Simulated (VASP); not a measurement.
# ScAl3 in VASP: notebook, part 2 of 3

VASP 6.6.1.

### Step 3. Single point, PBEsol (strain -0.040 along x and y, -0.040 along z)

File INCAR:

```
PREC = Accurate ; ENCUT = 520
EDIFF = 1E-6 ; ISMEAR = 0
SIGMA = 0.15 ; LREAL = False
LASPH = True ; NELM = 80
ALGO = Fast ; ISIF = 2
LWAVE = False ; LCHARG = False
GGA = PS ; NBANDS = 18
```

File KPOINTS:

```
Automatic mesh
0
Gamma
  12 12 12
```

File POSCAR:

```
ScAl3
1.0
    3.9084466715      0.0000000000      0.0000000000
    0.0000000000      3.9084466715      0.0000000000
    0.0000000000      0.0000000000      3.9084466715
Sc Al
1 3
Direct
    0.0000000000      0.0000000000      0.0000000000
    0.5000000000      0.0000000000      0.5000000000
    0.0000000000      0.5000000000      0.5000000000
    0.5000000000      0.5000000000      0.0000000000
```

Potentials or basis: VASP PAW PBE potentials, release 64 (Sc_sv, Al).

Run with:

```bash
> cat potpaw_PBE.64/Sc_sv/POTCAR potpaw_PBE.64/Al/POTCAR > POTCAR
> mpirun -np 1 vasp_std > vasp.out
```

OUTCAR:

```text
PREC = Accurate
   ENCUT = 520
   EDIFF = 1E-6
   ISMEAR = 0
   LREAL = False
   LASPH = True
   NELM = 80
   ISIF = 2
   GGA = PS

 ion  position               nearest neighbor table
   1  0.000  0.000  0.000-   2 2.76   3 2.76   4 2.76   2 2.76   3 2.76   3 2.76   4 2.76   3 2.76
                             2 2.76   4 2.76   2 2.76   4 2.76
   2  0.500  0.000  0.500-   1 2.76   3 2.76   4 2.76   1 2.76   4 2.76   3 2.76   4 2.76   4 2.76
                             1 2.76   3 2.76   1 2.76   3 2.76
   3  0.000  0.500  0.500-   1 2.76   2 2.76   4 2.76   1 2.76   4 2.76   1 2.76   2 2.76   1 2.76
                             2 2.76   4 2.76   4 2.76   2 2.76
   4  0.500  0.500  0.000-   1 2.76   2 2.76   3 2.76   2 2.76   3 2.76   1 2.76   2 2.76   2 2.76
                             1 2.76   3 2.76   3 2.76   1 2.76

  LATTYP: Found a simple cubic cell.
 ALAT       =     3.9084466715

  Lattice vectors:

 A1 = (   3.9084466715,   0.0000000000,   0.0000000000)
 A2 = (   0.0000000000,   3.9084466715,   0.0000000000)
 A3 = (   0.0000000000,   0.0000000000,   3.9084466715)

Analysis of symmetry for initial positions (statically):
=====================================================================
 Subroutine PRICEL returns:
[... 173 lines left out ...]
  free energy    TOTEN  =       -20.44480128 eV

  energy without entropy =      -20.43152750  energy(sigma->0) =      -20.43816439

 E-fermi :   8.4580     XC(G=0): -11.0379

 val. band max:        8.4459369555   @ k =   0.3333   0.2500   0.0000
 cond. band min:       8.4825831877   @ k =   0.5000   0.2500   0.2500
 fundamental gap:      0.0366462322
 Fermi energy:         8.4580497448

 k-point     1 :       0.0000    0.0000    0.0000
  band No.  band energies     occupation
      1     -39.8147      2.00000
      2     -18.6723      2.00000
      3     -18.6723      2.00000
      4     -18.6723      2.00000
      5      -2.2649      2.00000
      6       5.6515      2.00000
[... 481 lines left out ...]
      5       0.3153      2.00000
      6       2.1994      2.00000
[... 10 lines left out ...]
     17      13.5806      0.00000
     18      15.2411      0.00000

 [... further k-points ...]
[... 5 lines left out ...]
  --------------------------------------------------------------------------------------
  -------------------------------------------------------------------------------------
  Total        5.4495387      5.4495387      5.4495387      0.0000000      0.0000000      0.0000000
  in kB      146.2371611    146.2371611    146.2371611      0.0000000      0.0000000      0.0000000
  external PRESSURE =     146.2371611 kB  Pullay stress =       0.0000000 kB

 VOLUME and BASIS-vectors are now :
 -----------------------------------------------------------------------------
  energy-cutoff  :      520.00
  volume of cell :       59.71
      direct lattice vectors                 reciprocal lattice vectors
     3.908446672  0.000000000  0.000000000     0.255856120  0.000000000  0.000000000
     0.000000000  3.908446672  0.000000000     0.000000000  0.255856120  0.000000000
     0.000000000  0.000000000  3.908446672     0.000000000  0.000000000  0.255856120

 POSITION                                       TOTAL-FORCE (eV/Angst)
 -----------------------------------------------------------------------------------
      0.00000      0.00000      0.00000         0.000000      0.000000      0.000000
      1.95422      0.00000      1.95422         0.000000      0.000000      0.000000
      0.00000      1.95422      1.95422         0.000000      0.000000      0.000000
      1.95422      1.95422      0.00000         0.000000      0.000000      0.000000
 -----------------------------------------------------------------------------------
    total drift:                               -0.000000     -0.000000      0.000000

  FREE ENERGIE OF THE ION-ELECTRON SYSTEM (eV)
  ---------------------------------------------------
  free  energy   TOTEN  =       -20.4448012755 eV

  energy  without entropy=      -20.4315274963  energy(sigma->0) =      -20.43816439
```

stdout:

```text
POSCAR found type information on POSCAR ScAl
 POSCAR found :  2 types and       4 ions
 scaLAPACK will be used
 -----------------------------------------------------------------------------
|                                                                             |
|                                                                             |
|     You enforced a specific xc type in the INCAR file but a different       |
|     I HOPE YOU KNOW WHAT YOU ARE DOING!                                     |
|                                                                             |
 -----------------------------------------------------------------------------

 LDA part: xc-table for (Slater+PW92), standard interpolation
 POSCAR, INCAR and KPOINTS ok, starting setup
 FFT: planning ... GRIDC
 FFT: planning ... GRID_SOFT
 FFT: planning ... GRID
 WAVECAR not read
 entering main loop
```

Run time: 79 s. Hardware: 1 thread of AMD EPYC 7R43 (Zen 3), shared host; peak memory 0.19 GiB.

Results:

```
Free energy            : -20.4448 eV
Pressure               : 14.6 GPa
Band gap on the k mesh : zero (band 10 reaches 9.70 eV, above the bottom of band 11 at 5.42 eV)
```

Caveat: the cell differs from its parent crystal (strain -0.040 along x and y, -0.040 along z); the PAW data sets were made with another functional, which shifts forces and pressure a little.

### Step 4. Single point, PBEsol (strain +0.040 along x and y, +0.040 along z)

File INCAR:

```
SYSTEM = ScAl3
ALGO = Normal
EDIFF = 1E-7
ENCUT = 520
GGA = PS
ISIF = 2
ISMEAR = 0
LASPH = .True.
LCHARG = .True.
LELF = .True.
LREAL = .False.
LVHAR = .True.
LWAVE = .False.
NBANDS = 18
NELM = 60
PREC = Accurate
SIGMA = 0.15
```

File KPOINTS:

```
k-points
0
Gamma
  12 12 12
  0 0 0
```

File POSCAR:

```
ScAl3
1.0
    4.2341505607      0.0000000000      0.0000000000
    0.0000000000      4.2341505607      0.0000000000
    0.0000000000      0.0000000000      4.2341505607
Sc Al
1 3
Direct
    0.0000000000      0.0000000000      0.0000000000
    0.5000000000      0.0000000000      0.5000000000
    0.0000000000      0.5000000000      0.5000000000
    0.5000000000      0.5000000000      0.0000000000
```

Potentials or basis: VASP PAW PBE potentials, release 64 (Sc_sv, Al).

Run with:

```bash
> cat potpaw_PBE.64/Sc_sv/POTCAR potpaw_PBE.64/Al/POTCAR > POTCAR
> mpirun -np 1 vasp_std > vasp.out
```

OUTCAR:

```text
SYSTEM = ScAl3
   EDIFF = 1E-7
   ENCUT = 520
   GGA = PS
   ISIF = 2
   ISMEAR = 0
   LASPH = .True.
   LREAL = .False.
   NELM = 60
   PREC = Accurate

 ion  position               nearest neighbor table
   1  0.000  0.000  0.000-   2 2.99   3 2.99   4 2.99   2 2.99   3 2.99   3 2.99   4 2.99   3 2.99
                             2 2.99   4 2.99   2 2.99   4 2.99
   2  0.500  0.000  0.500-   1 2.99   3 2.99   4 2.99   1 2.99   4 2.99   3 2.99   4 2.99   4 2.99
                             1 2.99   3 2.99   1 2.99   3 2.99
[... 710 lines left out ...]
  --------------------------------------------------------------------------------------
  -------------------------------------------------------------------------------------
  Total       -3.9570512     -3.9570512     -3.9570512      0.0000000     -0.0000000      0.0000000
  in kB      -83.5186309    -83.5186309    -83.5186309      0.0000000     -0.0000000      0.0000000
  external PRESSURE =     -83.5186309 kB  Pullay stress =       0.0000000 kB

 VOLUME and BASIS-vectors are now :
 -----------------------------------------------------------------------------
  energy-cutoff  :      520.00
  volume of cell :       75.91
      direct lattice vectors                 reciprocal lattice vectors
     4.234150561  0.000000000  0.000000000     0.236174880  0.000000000  0.000000000
     0.000000000  4.234150561  0.000000000     0.000000000  0.236174880  0.000000000
     0.000000000  0.000000000  4.234150561     0.000000000  0.000000000  0.236174880

 POSITION                                       TOTAL-FORCE (eV/Angst)
 -----------------------------------------------------------------------------------
      0.00000      0.00000      0.00000         0.000000      0.000000      0.000000
      2.11708      0.00000      2.11708         0.000000      0.000000      0.000000
      0.00000      2.11708      2.11708         0.000000      0.000000      0.000000
      2.11708      2.11708      0.00000         0.000000      0.000000      0.000000
 -----------------------------------------------------------------------------------
    total drift:                                0.000000      0.000000      0.000000

  FREE ENERGIE OF THE ION-ELECTRON SYSTEM (eV)
  ---------------------------------------------------
  free  energy   TOTEN  =       -20.5345300664 eV

  energy  without entropy=      -20.5169720606  energy(sigma->0) =      -20.52575106
```

stdout:

```text
POSCAR found type information on POSCAR ScAl
 POSCAR found :  2 types and       4 ions
 scaLAPACK will be used
 -----------------------------------------------------------------------------
|                                                                             |
|                                                                             |
|     You enforced a specific xc type in the INCAR file but a different       |
|     I HOPE YOU KNOW WHAT YOU ARE DOING!                                     |
|                                                                             |
 -----------------------------------------------------------------------------

 LDA part: xc-table for (Slater+PW92), standard interpolation
 POSCAR, INCAR and KPOINTS ok, starting setup
 FFT: planning ... GRIDC
 FFT: planning ... GRID_SOFT
 FFT: planning ... GRID
 WAVECAR not read
 entering main loop
```

Run time: 76 s. Hardware: 1 thread of AMD EPYC 7R43 (Zen 3), shared host; peak memory 0.21 GiB.

What came out:

| Item | Value |
| --- | --- |
| Free energy | -20.5345 eV |
| Pressure | -8.4 GPa |
| Band gap on the k mesh | zero (band 10 reaches 6.91 eV, above the bottom of band 11 at 3.47 eV) |

Caveat: the cell differs from its parent crystal (strain +0.040 along x and y, +0.040 along z); the PAW data sets were made with another functional, which shifts forces and pressure a little.

### Step 5. Single point, PBEsol (strain -0.080 along x and y, -0.040 along z)

File INCAR:

```
ALGO     = Fast           # electronic algorithm
EDIFF    = 1E-7           # SCF threshold, eV
ENCUT    = 520            # plane-wave cutoff, eV
GGA      = PS             # functional
ISIF     = 2              # what is computed and relaxed
ISMEAR   = 0              # smearing method
LASPH    = True           # aspherical terms in the spheres
LCHARG   = True           # write CHGCAR
LELF     = True           # ELF
LREAL    = False          # projectors in reciprocal space
LVHAR    = True         
LWAVE    = False          # write WAVECAR
NBANDS   = 18             # bands
NELM     = 100            # most SCF steps
PREC     = Accurate       # precision mode
SIGMA    = 0.15           # smearing width, eV
```

File KPOINTS:

```
k-points
0
Gamma
  12 12 12
```

File POSCAR:

```
ScAl3
1.0
    3.7455947268      0.0000000000      0.0000000000
    0.0000000000      3.7455947268      0.0000000000
    0.0000000000      0.0000000000      3.9084466715
Sc Al
1 3
Direct
    0.0000000000      0.0000000000      0.0000000000
    0.5000000000      0.0000000000      0.5000000000
    0.0000000000      0.5000000000      0.5000000000
    0.5000000000      0.5000000000      0.0000000000
```

Run with:

```bash
> cat potpaw_PBE.64/Sc_sv/POTCAR potpaw_PBE.64/Al/POTCAR > POTCAR
> mpirun -np 1 vasp_std > vasp.out
```

It took 3.4 min on 1 thread of AMD EPYC 7R43 (Zen 3), shared host; peak memory 0.26 GiB.

It converged, with:

* Free energy: -19.7427 eV
* Pressure: 29.3 GPa
* Band gap on the k mesh: zero (band 10 reaches 10.70 eV, above the bottom of band 11 at 6.37 eV)

Stress tensor (GPa, compression positive):
```
32.66  0.00  0.00
 0.00 32.66  0.00
 0.00  0.00 22.53
```

Levels at points of the mesh, in eV from the Fermi level:
| k point | band 7 | band 8 | band 9 | band 10 | band 11 | band 12 | band 13 | band 14 |
| --- | --- | --- | --- | --- | --- | --- | --- | --- |
| (0.00, 0.00, 0.00) | -2.74 | -2.25 | -1.57 | -1.57 | 1.20 | 1.34 | 1.34 | 1.53 |
| (0.50, 0.00, 0.00) | -2.37 | -2.01 | -1.82 | 1.06 | 1.24 | 1.66 | 1.88 | 2.38 |
| (0.50, 0.50, 0.00) | -5.70 | -4.88 | -0.91 | -0.91 | 1.00 | 1.28 | 2.78 | 3.31 |
| (0.00, 0.00, 0.50) | -1.90 | -1.90 | -1.88 | 1.40 | 1.64 | 1.64 | 1.93 | 2.33 |
| (0.50, 0.00, 0.50) | -5.86 | -4.84 | -0.63 | -0.49 | 1.47 | 1.80 | 2.38 | 3.14 |
| (0.50, 0.50, 0.50) | -5.13 | -5.13 | -3.21 | -2.94 | -2.94 | 1.54 | 3.12 | 3.38 |

Caveat: the cell differs from its parent crystal (strain -0.080 along x and y, -0.040 along z); the PAW data sets were made with another functional, which shifts forces and pressure a little.

(Continued in part 3 of 3.)
